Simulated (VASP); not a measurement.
Here is a VASP 6.6.1 calculation.

File INCAR:

```
SYSTEM = KTaO3
ALGO = Normal
EDIFF = 1E-7
ENCUT = 520
GGA = PE
ISIF = 2
ISMEAR = 0
LASPH = .TRUE.
LCHARG = .FALSE.
LREAL = .FALSE.
LWAVE = .FALSE.
NBANDS = 27
NELM = 100
PREC = Accurate
SIGMA = 0.05
```

KPOINTS

```
k-points
0
G
  8 8 8
  0 0 0
```

Contents of POSCAR:

```
KTaO3
1.0
    4.0427905192      0.4860833176      0.4860833176
    0.4860833176      4.0427905192      0.4860833176
    0.4860833176      0.4860833176      4.0427905192
K Ta O
1 1 3
Direct
    0.5000000000      0.5000000000      0.5000000000
    0.0000000000      0.0000000000      0.0000000000
    0.5000000000      0.0000000000      0.0000000000
    0.0000000000      0.5000000000      0.0000000000
    0.0000000000      0.0000000000      0.5000000000
```

Potentials or basis: VASP PAW PBE potentials, release 64 (K_sv, Ta_pv, O).

Command:

```console
$ cat potpaw_PBE.64/K_sv/POTCAR potpaw_PBE.64/Ta_pv/POTCAR potpaw_PBE.64/O/POTCAR > POTCAR
$ mpirun -np 1 vasp_std > vasp.out
```

Task: What does it give for the pressure?

Result: 5.4 GPa.

Task: Predict the band gap on the k mesh.

Result: 0.42 eV, indirect (least direct gap 0.53 eV).

Stress tensor (GPa, compression positive):
```
  5.42 -25.48 -25.48
-25.48   5.42 -25.48
-25.48 -25.48   5.42
```

Caveat: spin-orbit coupling is left out, which moves the levels of the heavy elements. A k mesh can miss the band edges.
